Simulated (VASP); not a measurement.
# TiO2 (I4_1/amd) in VASP: further runs

TiO2 is run at these levels: PBE+U; tasks: single point.

All numbers are computed with VASP 6.6.1; they aren't measurements. Logs are shortened: lines on timing, memory, paths and dates and some standing lists are left out, and cuts for length are marked.

### Step 1. The cell of the first run

It takes space group I4_1/amd (No. 141, tetragonal). Conventional cell: a = 3.817 Å, b = 3.817 Å, c = 9.780 Å, α = 90.00°, β = 90.00°, γ = 90.00°. Ti (site symmetry -4m2) has 6 O at 1.91 to 1.98 Å within 2.5 Å. O (site symmetry 2mm) has 3 Ti at 1.91 to 1.98 Å and 2 O at 2.35 Å within 2.5 Å.

### Step 2. Single point, PBE+U

Contents of INCAR:

```
SYSTEM = TiO2
  PREC = Accurate
  ENCUT = 520
  EDIFF = 1E-6
  ISMEAR = 0
  SIGMA = 0.05
  LREAL = .False.
  LASPH = .True.
  NELM = 150
  ALGO = Normal
  ISIF = 2
  LWAVE = .False.
  LCHARG = .False.
  LMAXMIX = 4
  LDAU = .True.
  LDAUTYPE = 2
  LDAUL = 2 -1
  LDAUU = 4 0
  LDAUJ = 0 0
  LDAUPRINT = 1
  GGA = PE
  NBANDS = 33
```

Contents of KPOINTS:

```
regular mesh
0
Gamma
  8 8 8
  0 0 0
```

Contents of POSCAR:

```
TiO2
1.0
   -1.9086496194      1.9086496194      4.8899050332
    1.9086496194     -1.9086496194      4.8899050332
    1.9086496194      1.9086496194     -4.8899050332
Ti O
2 4
Direct
    0.0000000000      0.0000000000      0.0000000000
    0.7500000000      0.2500000000      0.5000000000
    0.1950026379      0.1950026379      0.0000000000
    0.9450026379      0.4450026379      0.5000000000
    0.5549973621      0.0549973621      0.5000000000
    0.8049973621      0.8049973621      0.0000000000
```

Potentials or basis: VASP PAW PBE potentials, release 64 (Ti_sv, O).

Run with:

```sh
> cat potpaw_PBE.64/Ti_sv/POTCAR potpaw_PBE.64/O/POTCAR > POTCAR
> mpirun -np 1 vasp_std > vasp.out
```

OUTCAR:

```text
SYSTEM = TiO2
   PREC = Accurate
   ENCUT = 520
   EDIFF = 1E-6
   ISMEAR = 0
   LREAL = .False.
   LASPH = .True.
   NELM = 150
   ISIF = 2
   GGA = PE

 ion  position               nearest neighbor table
   1  0.000  0.000  0.000-   3 1.91   6 1.91   4 1.98   5 1.98   5 1.98   4 1.98
   2  0.750  0.250  0.500-   4 1.91   5 1.91   6 1.98   6 1.98   3 1.98   3 1.98
   3  0.195  0.195  0.000-   1 1.91   2 1.98   2 1.98
   4  0.945  0.445  0.500-   2 1.91   1 1.98   1 1.98
   5  0.555  0.055  0.500-   2 1.91   1 1.98   1 1.98
   6  0.805  0.805  0.000-   1 1.91   2 1.98   2 1.98

  LATTYP: Found a body centered tetragonal cell.
 ALAT       =     3.8172992388
 C/A-ratio  =     2.5619710310

  Lattice vectors:

 A1 = (  -1.9086496194,   1.9086496194,   4.8899050332)
 A2 = (   1.9086496194,  -1.9086496194,   4.8899050332)
 A3 = (   1.9086496194,   1.9086496194,  -4.8899050332)

Analysis of symmetry for initial positions (statically):
=====================================================================
 Subroutine PRICEL returns:
 Original cell was already a primitive cell.

 Routine SETGRP: Setting up the symmetry group for a
 body centered tetragonal supercell.

 Subroutine GETGRP returns: Found 16 space group operations
 (whereof  8 operations were pure point group operations)
 out of a pool of 16 trial point group operations.

The static configuration has the point symmetry D_2d.
 The point group associated with its full space group is D_4h.

Analysis of symmetry for dynamics (positions and initial velocities):
=====================================================================
 Subroutine PRICEL returns:
 Original cell was already a primitive cell.

 Routine SETGRP: Setting up the symmetry group for a
 body centered tetragonal supercell.

 Subroutine GETGRP returns: Found 16 space group operations
 (whereof  8 operations were pure point group operations)
 out of a pool of 16 trial point group operations.

The dynamic configuration has the point symmetry D_2d.
 The point group associated with its full space group is D_4h.
[... 198 lines left out ...]
 -0.0000  0.1085  0.0000  0.0000  0.0000
  0.0000  0.0000  0.2754  0.0000  0.0000
 -0.0000  0.0000  0.0000  0.1085 -0.0000
  0.0000  0.0000  0.0000 -0.0000  0.2295

 occupancies and eigenvectors

  o =  0.0890  v =  1.0000  0.0000  0.0000  0.0000  0.0000  0.0000  0.0000  0.0000  0.0000  0.0000      0.0000  0.0000  0.0000  0.0000  0.0000  0.0000  0.0000  0.0000  0.0000  0.0000
  o =  0.0890  v =  0.0000  0.0000  0.0000  0.0000  0.0000  1.0000  0.0000  0.0000  0.0000  0.0000      0.0000  0.0000  0.0000  0.0000  0.0000  0.0000  0.0000  0.0000  0.0000  0.0000
  o =  0.1085  v =  0.0000  0.1138 -0.0000 -0.9935 -0.0000  0.0000  0.0000  0.0000  0.0000  0.0000      0.0000  0.0000  0.0000  0.0000  0.0000  0.0000  0.0000  0.0000  0.0000  0.0000
  o =  0.1085  v =  0.0000  0.0000  0.0000  0.0000  0.0000  0.0000  0.1138 -0.0000 -0.9935 -0.0000      0.0000  0.0000  0.0000  0.0000  0.0000  0.0000  0.0000  0.0000  0.0000  0.0000
  o =  0.1085  v =  0.0000  0.9935  0.0000  0.1138 -0.0000  0.0000  0.0000  0.0000  0.0000  0.0000      0.0000  0.0000  0.0000  0.0000  0.0000  0.0000  0.0000  0.0000  0.0000  0.0000
  o =  0.1085  v =  0.0000  0.0000  0.0000  0.0000  0.0000  0.0000  0.9935  0.0000  0.1138 -0.0000      0.0000  0.0000  0.0000  0.0000  0.0000  0.0000  0.0000  0.0000  0.0000  0.0000
  o =  0.2295  v =  0.0000 -0.0000 -0.0000  0.0000 -1.0000  0.0000  0.0000  0.0000  0.0000  0.0000      0.0000  0.0000  0.0000  0.0000  0.0000  0.0000  0.0000  0.0000  0.0000  0.0000
  o =  0.2295  v =  0.0000  0.0000  0.0000  0.0000  0.0000  0.0000 -0.0000 -0.0000  0.0000 -1.0000      0.0000  0.0000  0.0000  0.0000  0.0000  0.0000  0.0000  0.0000  0.0000  0.0000
  o =  0.2754  v =  0.0000  0.0000  0.0000  0.0000  0.0000  0.0000  0.0000 -1.0000  0.0000  0.0000      0.0000  0.0000  0.0000  0.0000  0.0000  0.0000  0.0000  0.0000  0.0000  0.0000
  o =  0.2754  v =  0.0000  0.0000 -1.0000  0.0000  0.0000  0.0000  0.0000  0.0000  0.0000  0.0000      0.0000  0.0000  0.0000  0.0000  0.0000  0.0000  0.0000  0.0000  0.0000  0.0000

 number of electron      47.9999996 magnetization

 Free energy of the ion-electron system (eV)
  ---------------------------------------------------
  ext. energy  EPLUGINS =         0.00000000
  ---------------------------------------------------
  free energy    TOTEN  =       -48.07440851 eV

  energy without entropy =      -48.07440851  energy(sigma->0) =      -48.07440851

 E-fermi :   3.4914     XC(G=0): -10.4580

 val. band max:        3.2551050810   @ k =   0.5000   0.5000   0.5000
 cond. band min:       6.0549637995   @ k =   0.0000   0.0000   0.0000
 fundamental gap:      2.7998587185
 Fermi energy:         3.4914303619

 k-point     1 :       0.0000    0.0000    0.0000
  band No.  band energies     occupation
      1     -54.1188      2.00000
      2     -54.0708      2.00000
      3     -30.5312      2.00000
      4     -30.2894      2.00000
      5     -30.2894      2.00000
      6     -30.2304      2.00000
[... 853 lines left out ...]
     32       9.5807      0.00000
     33      10.0059      0.00000

 [... further k-points ...]

------------------------ aborting loop because EDIFF is reached ----------------------------------------

  FORCE on cell =-STRESS in cart. coord.  units (eV):
  Direction    XX          YY          ZZ          XY          YZ          ZX
  --------------------------------------------------------------------------------------
  -------------------------------------------------------------------------------------
  Total        2.1520228      2.1520228     10.8067238      0.0000000     -0.0000000      0.0000000
  in kB       48.3887740     48.3887740    242.9919018      0.0000000     -0.0000000      0.0000000
  external PRESSURE =     113.2564832 kB  Pullay stress =       0.0000000 kB

 VOLUME and BASIS-vectors are now :
 -----------------------------------------------------------------------------
  energy-cutoff  :      520.00
  volume of cell :       71.25
      direct lattice vectors                 reciprocal lattice vectors
    -1.908649619  1.908649619  4.889905033     0.000000000  0.261965316  0.102251475
     1.908649619 -1.908649619  4.889905033     0.261965316  0.000000000  0.102251475
     1.908649619  1.908649619 -4.889905033     0.261965316  0.261965316  0.000000000

 POSITION                                       TOTAL-FORCE (eV/Angst)
 -----------------------------------------------------------------------------------
      0.00000      0.00000      0.00000        -0.000000     -0.000000     -0.000000
      0.00000      1.90865      2.44495        -0.000000     -0.000000     -0.000000
      0.00000      0.00000      1.90709        -0.000000      0.000000      2.134249
     -0.00000      1.90865      4.35204         0.000000     -0.000000      2.134249
      0.00000      1.90865      0.53786         0.000000     -0.000000     -2.134249
      0.00000      0.00000      7.87272        -0.000000      0.000000     -2.134249
 -----------------------------------------------------------------------------------
    total drift:                               -0.000000     -0.000000      0.000000

  FREE ENERGIE OF THE ION-ELECTRON SYSTEM (eV)
  ---------------------------------------------------
  free  energy   TOTEN  =       -48.0744085084 eV

  energy  without entropy=      -48.0744085084  energy(sigma->0) =      -48.07440851
```

stdout:

```text
POSCAR found type information on POSCAR TiO
 POSCAR found :  2 types and       6 ions
 scaLAPACK will be used
 LDA part: xc-table for (Slater+PW92), standard interpolation
 POSCAR, INCAR and KPOINTS ok, starting setup
 FFT: planning ... GRIDC
 FFT: planning ... GRID_SOFT
 FFT: planning ... GRID
 WAVECAR not read
 entering main loop
```

Run time: 7.5 min. Hardware: 1 thread of Intel Xeon 8259CL, shared host; peak memory 0.32 GiB.

Results:

```
Free energy            : -48.0744 eV
Pressure               : 11.3 GPa
Largest force          : 2.134 eV/Å
Band gap on the k mesh : 2.80 eV (least direct gap 3.02 eV)
```

Forces in eV/Å, atoms in the order of the input:
```
Ti   0.000  0.000  0.000
Ti   0.000  0.000  0.000
O    0.000  0.000  2.134
O    0.000  0.000  2.134
O    0.000  0.000 -2.134
O    0.000  0.000 -2.134
```

Stress tensor (GPa, compression positive):
```
 4.84  0.00  0.00
 0.00  4.84  0.00
 0.00  0.00 24.30
```

Eigenvalues of the final occupation matrices:
| site | spin | trace | eigenvalues |
| --- | --- | --- | --- |
| site 1 d | 1 | 0.81 | 0.09 0.11 0.11 0.23 0.28 |
| site 1 d | 2 | 0.81 | 0.09 0.11 0.11 0.23 0.28 |
| site 2 d | 1 | 0.81 | 0.09 0.11 0.11 0.23 0.28 |
| site 2 d | 2 | 0.81 | 0.09 0.11 0.11 0.23 0.28 |

Caveat: the stress differs along the axes, from 5 to 24 GPa; forces of over 1 eV/Å act on the atoms, so gaps and moduli don't describe the material at rest.

### Step 3. Single point, PBE+U

This run uses another cell than the first one, of the same volume but with other edges.

Contents of INCAR:

```
PREC = Accurate
ENCUT = 520
EDIFF = 1E-6
ISMEAR = 0
SIGMA = 0.05
LREAL = False
LASPH = True
NELM = 150
ALGO = Normal
ISIF = 2
LWAVE = False
LCHARG = False
LMAXMIX = 4
LDAU = True
LDAUTYPE = 2
LDAUL = 2 -1
LDAUU = 4 0
LDAUJ = 0 0
LDAUPRINT = 1
GGA = PE
NBANDS = 33
```

Contents of KPOINTS:

```
Automatic mesh
0
Gamma
  8 8 8
```

POSCAR: that of step 2 with these lines changed.

```diff
@@ -2,5 +2,5 @@
 1.0
-   -1.9086496194      1.9086496194      4.8899050332
-    1.9086496194     -1.9086496194      4.8899050332
-    1.9086496194      1.9086496194     -4.8899050332
+   -1.8306501367      1.8306501367      5.3154757370
+    1.8306501367     -1.8306501367      5.3154757370
+    1.8306501367      1.8306501367     -5.3154757370
 Ti O
```

Potentials or basis: VASP PAW PBE potentials, release 64 (Ti_sv, O).

Run with:

```sh
> cat potpaw_PBE.64/Ti_sv/POTCAR potpaw_PBE.64/O/POTCAR > POTCAR
> mpirun -np 1 vasp_std > vasp.out
```

It took 9.3 min on 1 thread of Intel Xeon 8259CL, shared host; peak memory 0.38 GiB.

It converged, with:

| Property | Result |
| --- | --- |
| Free energy | -48.1443 eV |
| Pressure | 8.0 GPa |
| Largest force | 0.339 eV/Å |
| Band gap on the k mesh | 3.02 eV (least direct gap 3.26 eV) |

Forces in eV/Å, atoms in the order of the input:
```
Ti   0.000  0.000  0.000
Ti   0.000  0.000  0.000
O    0.000  0.000  0.339
O    0.000  0.000  0.339
O    0.000  0.000 -0.339
O    0.000  0.000 -0.339
```

Stress tensor (GPa, compression positive):
```
12.21  0.00  0.00
 0.00 12.21  0.00
 0.00  0.00 -0.36
```

Levels at points of the mesh, in eV from the valence-band top:
| k point | band 22 | band 23 | band 24 | band 25 | band 26 | band 27 |
| --- | --- | --- | --- | --- | --- | --- |
| (0.00, 0.00, 0.00) | -0.98 | -0.28 | -0.28 | 3.02 | 3.45 | 4.68 |
| (0.50, 0.00, 0.00) | -0.91 | -0.81 | -0.65 | 3.81 | 3.94 | 4.07 |
| (0.50, 0.50, 0.00) | -1.69 | -0.31 | -0.31 | 3.44 | 3.44 | 3.94 |
| (0.50, 0.50, 0.50) | -1.16 | -0.10 | -0.10 | 3.23 | 3.23 | 4.77 |

Eigenvalues of the final occupation matrices:
```tsv
site	spin	trace	eigenvalues
site 1 d	1	0.81	0.11 0.12 0.12 0.21 0.26
site 1 d	2	0.81	0.11 0.12 0.12 0.21 0.26
site 2 d	1	0.81	0.11 0.12 0.12 0.21 0.26
site 2 d	2	0.81	0.11 0.12 0.12 0.21 0.26
```

Caveat: the stress differs along the axes, from -0 to 12 GPa. A k mesh can miss the band edges.
